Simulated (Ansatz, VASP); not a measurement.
**Two plane-wave programs on HfB**

File INCAR:

```
SYSTEM = HfB
  PREC = Accurate
  ENCUT = 520
  EDIFF = 1E-6
  ISMEAR = -1
  SIGMA = 0.15
  LREAL = .FALSE.
  LASPH = .TRUE.
  NELM = 100
  ALGO = Normal
  ISIF = 2
  LWAVE = .FALSE.
  LCHARG = .FALSE.
  GGA = PE
  NBANDS = 14
```

KPOINTS

```
Automatic mesh
0
G
  9 9 9
  0 0 0
```

POSCAR

```
HfB
1.0
    0.0000000000      2.3626890713      2.3626890713
    2.3626890713      0.0000000000      2.3626890713
    2.3626890713      2.3626890713      0.0000000000
Hf B
1 1
Direct
    0.5000000000      0.5000000000      0.5000000000
    0.0000000000      0.0000000000      0.0000000000
```

Input for Ansatz:

```yaml
crystal:
  lattice:
    - [0.0, 2.3626890712879414, 2.3626890712879414]
    - [2.3626890712879414, 0.0, 2.3626890712879414]
    - [2.3626890712879414, 2.3626890712879414, 0.0]
  atoms:
    - { symbol: Hf, position: [0.5, 0.5, 0.5] }
    - { symbol: B, position: [0.0, 0.0, 0.0] }
basis:
  ecutwfc: 500.0
kpoints:
  mp_grid:
    grid: [9, 9, 9]
scf:
  occupations:
    method: fermi_dirac
    width: 0.15
output:
  stress: true
```

Alike in both runs: task single point; functional PBE; k mesh 9 × 9 × 9; occupations fermi-dirac, width 0.15 eV; no spin polarisation.

|  | VASP | Ansatz |
| --- | --- | --- |
| version | VASP 6.6.1 | Ansatz 0.2.0 |
| potentials or method | VASP PAW PBE potentials, release 64 (Hf_pv, B), cutoff 520 eV | plane waves, PAW |
| valence electrons in the cell | 13 | 29 |

```csv
,VASP,Ansatz,Ansatz less VASP
pressure (GPa),13.7,13.3,-0.43
```

With one functional, cell and mesh, what is left measures potentials, basis and numerics. VASP's potentials hold 13 valence electrons a cell and Ansatz's 29, so a difference there can come from the potentials and not from the codes.

Spin-orbit coupling is off throughout.
